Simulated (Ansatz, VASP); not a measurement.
Si2Ni in VASP and in Ansatz

```
Si Ni
1.0
     0.00000    2.67948    2.81345
     2.67948    0.00000    2.81345
     2.67948    2.67948    0.00000
Si Ni
2 1
Direct
  0.25000 0.25000 0.25000
  0.75000 0.75000 0.75000
  0.00000 0.00000 0.00000
```

Alike in both runs: task single point; functional PBE; k mesh 16 × 16 × 16; occupations gaussian, width 0.15 eV; no spin polarisation.

|  | VASP | Ansatz |
| --- | --- | --- |
| version | VASP 6.6.1 | Ansatz 0.2.0 |
| potentials or method | VASP PAW PBE potentials, release 64 (Si, Ni), cutoff 520 eV | scalar-relativistic, plane waves, PAW |
| valence electrons in the cell | 18 | 26 |

```tsv
	VASP	Ansatz	Ansatz less VASP
gap on the k mesh at the Fermi level (eV)	none	none	-
pressure (GPa)	-0.2	-0.1	+0.14
traceless stress, the component that is largest in VASP (GPa)	-1.73	-1.78	-0.049
```

A gap of «none» marks a metal or a gap that the smearing closes. VASP's potentials hold 18 valence electrons a cell and Ansatz's 26, so a difference there can come from the potentials and not from the codes.
